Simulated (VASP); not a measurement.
# SiPb (rocksalt type) (Fm-3m) in VASP: a series of runs, part 2 of 2

VASP 6.6.1. The steps go on from the part before.

## 5. Single point, PBE (25.68 Å³/atom)

This run uses another cell than the first one, of 25.68 Å³/atom.

File INCAR:

```
  PREC = Accurate
  ENCUT = 520
  EDIFF = 1E-6
  ISMEAR = -1
  SIGMA = 0.05
  LREAL = F
  LASPH = T
  NELM = 60
  ALGO = Normal
  ISIF = 2
  LWAVE = F
  LCHARG = F
  GGA = PE
  NBANDS = 16
```

File KPOINTS:

```
Automatic mesh
0
Gamma
  13 13 13
```

File POSCAR:

```
SiPb
1.0
    0.0000000000      2.9501824137      2.9501824137
    2.9501824137      0.0000000000      2.9501824137
    2.9501824137      2.9501824137      0.0000000000
Pb Si
1 1
Direct
    0.0000000000      0.0000000000      0.0000000000
    0.5000000000      0.5000000000      0.5000000000
```

Potentials or basis: VASP PAW PBE potentials, release 64 (Pb_d, Si).

Run with:

```
cat potpaw_PBE.64/Pb_d/POTCAR potpaw_PBE.64/Si/POTCAR > POTCAR
mpirun -np 1 vasp_std > vasp.out
```

OUTCAR:

```text
PREC = Accurate
   ENCUT = 520
   EDIFF = 1E-6
   ISMEAR = -1
   LREAL = F
   LASPH = T
   NELM = 60
   ISIF = 2
   GGA = PE

 ion  position               nearest neighbor table
   1  0.000  0.000  0.000-   2 2.95   2 2.95   2 2.95   2 2.95   2 2.95   2 2.95
   2  0.500  0.500  0.500-   1 2.95   1 2.95   1 2.95   1 2.95   1 2.95   1 2.95

  LATTYP: Found a face centered cubic cell.
 ALAT       =     5.9003648274

  Lattice vectors:

 A1 = (   0.0000000000,   2.9501824137,   2.9501824137)
 A2 = (   2.9501824137,   0.0000000000,   2.9501824137)
 A3 = (   2.9501824137,   2.9501824137,   0.0000000000)

Analysis of symmetry for initial positions (statically):
=====================================================================
 Subroutine PRICEL returns:
 Original cell was already a primitive cell.

 Routine SETGRP: Setting up the symmetry group for a
 face centered cubic supercell.

 Subroutine GETGRP returns: Found 48 space group operations
 (whereof 48 operations were pure point group operations)
 out of a pool of 48 trial point group operations.

The static configuration has the point symmetry O_h .

Analysis of symmetry for dynamics (positions and initial velocities):
=====================================================================
 Subroutine PRICEL returns:
 Original cell was already a primitive cell.

 Routine SETGRP: Setting up the symmetry group for a
 face centered cubic supercell.

 Subroutine GETGRP returns: Found 48 space group operations
 (whereof 48 operations were pure point group operations)
 out of a pool of 48 trial point group operations.

The dynamic configuration has the point symmetry O_h .

 Subroutine INISYM returns: Found 48 space group operations
 (whereof 48 operations are pure point group operations),
 and found     1 'primitive' translations
[... 108 lines left out ...]
   EMIN   =  10.00;   EMAX   =-10.00  energy-range for DOS
   EFERMI =   0.00;   METHOD = LEGACY
   ISMEAR =    -1;   SIGMA  =   0.05  broadening in eV -4-tet -1-fermi 0-gaus
   EFERMI_NEDOS =   21; number of points for ismear=-14 and -15
   IALGO  =     38    algorithm
   IMIX   =      4    mixing-type and parameters
     AMIX     =   0.40;   BMIX     =  1.00
     AMIX_MAG =   1.60;   BMIX_MAG =  1.00
  volume/ion in A,a.u.               =      25.68       173.28
  Fermi-wavevector in a.u.,A,eV,Ry     =   1.154268  2.181251 18.127525  1.332335
  Thomas-Fermi vector in A             =   2.290906
   LORBIT       =      0    0 simple, 1 ext, 2 COOP (PROOUT), +10 PAW based schemes
   GGA     = PE    functional components
   LHFCALC =     F    Hartree Fock is set to
   AEXX    =    0.0000 exact exchange contribution
   IVDW    =     0    specifies the selected vdW correction
   LEPSILON=     F    determine dielectric tensor
   LRPA    =     F    only Hartree local field effects (RPA)
 non-spin polarized calculation
  energy-cutoff  :      520.00
  volume of cell :       51.35
 maximum number of plane-waves:      1411
   NGX = 15   NGY = 15   NGZ = 15

 number of electron      17.9999998 magnetization

 Free energy of the ion-electron system (eV)
  ---------------------------------------------------
  ext. energy  EPLUGINS =         0.00000000
  ---------------------------------------------------
  free energy    TOTEN  =        -7.89521052 eV

  energy without entropy =       -7.88423887  energy(sigma->0) =       -7.88972469

 E-fermi :   6.3201     XC(G=0):  -9.8860

 val. band max:        6.3042690485   @ k =  -0.4615   0.3077   0.0769
 cond. band min:       6.3304267234   @ k =  -0.3077   0.3077   0.0000
 fundamental gap:      0.0261576748
 Fermi energy:         6.3201148202

 k-point     1 :       0.0000    0.0000    0.0000
  band No.  band energies     occupation
      1     -10.3523      2.00000
      2     -10.3523      2.00000
      3     -10.3269      2.00000
      4     -10.3269      2.00000
      5     -10.3269      2.00000
      6      -5.1947      2.00000
[... 433 lines left out ...]
      3     -10.3218      2.00000
      4     -10.2883      2.00000
      5     -10.2751      2.00000
      6      -2.9051      2.00000
[... 8 lines left out ...]
     15      16.4504      0.00000
     16      17.1761      0.00000

 [... further k-points ...]

------------------------ aborting loop because EDIFF is reached ----------------------------------------

  FORCE on cell =-STRESS in cart. coord.  units (eV):
  Direction    XX          YY          ZZ          XY          YZ          ZX
  --------------------------------------------------------------------------------------
  -------------------------------------------------------------------------------------
  Total       -0.3264798     -0.3264798     -0.3264798     -0.0000000     -0.0000000      0.0000000
  in kB      -10.1856868    -10.1856868    -10.1856868     -0.0000000     -0.0000000      0.0000000
  external PRESSURE =     -10.1856868 kB  Pullay stress =       0.0000000 kB

 VOLUME and BASIS-vectors are now :
 -----------------------------------------------------------------------------
  energy-cutoff  :      520.00
  volume of cell :       51.35
      direct lattice vectors                 reciprocal lattice vectors
     0.000000000  2.950182414  2.950182414    -0.169481046  0.169481046  0.169481046
     2.950182414  0.000000000  2.950182414     0.169481046 -0.169481046  0.169481046
     2.950182414  2.950182414  0.000000000     0.169481046  0.169481046 -0.169481046

 POSITION                                       TOTAL-FORCE (eV/Angst)
 -----------------------------------------------------------------------------------
      0.00000      0.00000      0.00000        -0.000000      0.000000     -0.000000
      2.95018      2.95018      2.95018         0.000000      0.000000      0.000000
 -----------------------------------------------------------------------------------
    total drift:                                0.000000     -0.000000     -0.000000

  FREE ENERGIE OF THE ION-ELECTRON SYSTEM (eV)
  ---------------------------------------------------
  free  energy   TOTEN  =        -7.8952105178 eV

  energy  without entropy=       -7.8842388711  energy(sigma->0) =       -7.88972469
```

stdout:

```text
POSCAR found type information on POSCAR PbSi
 POSCAR found :  2 types and       2 ions
 scaLAPACK will be used
 LDA part: xc-table for (Slater+PW92), standard interpolation
 POSCAR, INCAR and KPOINTS ok, starting setup
 FFT: planning ... GRIDC
 FFT: planning ... GRID_SOFT
 FFT: planning ... GRID
 WAVECAR not read
 entering main loop
```

Wall time 17 s (1 thread of Intel Xeon 6975P-C (Granite Rapids), shared host); peak memory 0.21 GiB.

What came out:

```yaml
Free_energy: -7.8952 eV
Pressure: -1.0 GPa
Band_gap_on_the_k_mesh: zero (bands 9 and 10 overlap by 3.30 eV)
```

Caveat: spin-orbit coupling is left out, which moves the levels of the heavy elements.

## 6. Single point, PBE (26.18 Å³/atom)

This run uses another cell than the first one, of 26.18 Å³/atom.

File INCAR:

```
SYSTEM = SiPb
PREC = Accurate
ENCUT = 520
EDIFF = 1E-6
ISMEAR = -1
SIGMA = 0.05
LREAL = .FALSE.
LASPH = .TRUE.
NELM = 100
ALGO = Normal
ISIF = 2
LWAVE = .FALSE.
LCHARG = .FALSE.
GGA = PE
NBANDS = 16
```

File KPOINTS:

```
regular mesh
0
G
  13 13 13
  0 0 0
```

File POSCAR:

```
SiPb
1.0
    0.0000000000      2.9693399792      2.9693399792
    2.9693399792      0.0000000000      2.9693399792
    2.9693399792      2.9693399792      0.0000000000
Pb Si
1 1
Direct
    0.0000000000      0.0000000000      0.0000000000
    0.5000000000      0.5000000000      0.5000000000
```

Potentials or basis: VASP PAW PBE potentials, release 64 (Pb_d, Si).

Run with:

```
cat potpaw_PBE.64/Pb_d/POTCAR potpaw_PBE.64/Si/POTCAR > POTCAR
mpirun -np 1 vasp_std > vasp.out
```

It took 17 s on 1 thread of Intel Xeon 6975P-C (Granite Rapids), shared host; peak memory 0.21 GiB.

The run converged. Its results:

```
Free energy            : -7.8864 eV
Pressure               : -1.9 GPa
Band gap on the k mesh : zero (bands 9 and 10 overlap by 3.23 eV)
```

Levels at points of the mesh, in eV from the Fermi level:
```
           k point  band 5  band 6  band 7  band 8  band 9  band 10  band 11  band 12  band 13  band 14
(0.00, 0.00, 0.00)  -16.63  -11.38   -1.70    0.16    0.16     0.16     5.94     5.94     5.94     6.16
```

Caveat: spin-orbit coupling is left out, which moves the levels of the heavy elements.

## 7. Summary

```tsv
cell	gap on the mesh (eV)	pressure (GPa)
a = 4.089 Å, angles 60.0°, 2 atoms	none	2.3
a = 4.117 Å, angles 60.0°, 2 atoms	none	1.0
a = 4.145 Å, angles 60.0°, 2 atoms	none	-0.1
a = 4.172 Å, angles 60.0°, 2 atoms	none	-1.0
a = 4.199 Å, angles 60.0°, 2 atoms	none	-1.9
```

Alike in all rows: task single point; level PBE; potentials or basis VASP PAW PBE potentials, release 64 (Pb_d, Si); no spin polarisation; k mesh 13 × 13 × 13; cutoff (eV) 520; smearing fermi-dirac 0.05 eV.

Caveats: spin-orbit coupling is left out, which moves the levels of the heavy elements.

Absolute energies hang on the potentials; compare differences alone.

The gap in the log of VASP goes by the Fermi energy; the results here count the filled bands.